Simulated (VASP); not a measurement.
Here is a VASP 6.6.1 calculation.

File INCAR:

```
  PREC = Accurate
  ENCUT = 520
  EDIFF = 1E-7
  ISMEAR = 0
  SIGMA = 0.15
  LREAL = False
  LASPH = True
  NELM = 150
  ALGO = Normal
  ISIF = 2
  LWAVE = False
  LCHARG = True
  ISPIN = 2
  MAGMOM = 0 0.2 0.2 0.2
  LORBIT = 11
  LMAXMIX = 4
  GGA = PS
  LVHAR = True
  NBANDS = 26
  KPAR = 4
```

The input KPOINTS:

```
Automatic mesh
0
Gamma
  12 12 12
```

The input POSCAR:

```
TaO3
1.0
    3.9232452427      0.0686567917      0.0000000000
    0.0686567917      3.9232452427      0.0000000000
    0.0000000000      0.0000000000      3.9232452427
Ta O
1 3
Direct
    0.5000000000      0.5000000000      0.5000000000
    0.0000000000      0.5000000000      0.5000000000
    0.5000000000      0.5000000000      0.0000000000
    0.5000000000      0.0000000000      0.5000000000
```

Potentials or basis: VASP PAW PBE potentials, release 64 (Ta_pv, O).

Run with:

```console
$ cat potpaw_PBE.64/Ta_pv/POTCAR potpaw_PBE.64/O/POTCAR > POTCAR
$ mpirun -np 4 vasp_std > vasp.out
```

Task: What does it give for the net moment?

Result: 0.89 μB per cell.

Task: What does it give for the pressure?

Result: 0.9 GPa.

Task: Estimate the site moments.

Result: Ta -0.09; O +0.28, +0.27 (each value once) μB.

Stress tensor (GPa, compression positive):
```
 0.89 -1.04  0.00
-1.04  0.89  0.00
 0.00  0.00  0.85
```

Caveat: the cell differs from its parent crystal (strain +0.0350 x Voigt [0, 0, 0, 0, 0, 1]); a moment this small can come from the mesh or the smearing; the PAW data sets were made with another functional, which shifts forces and pressure a little.
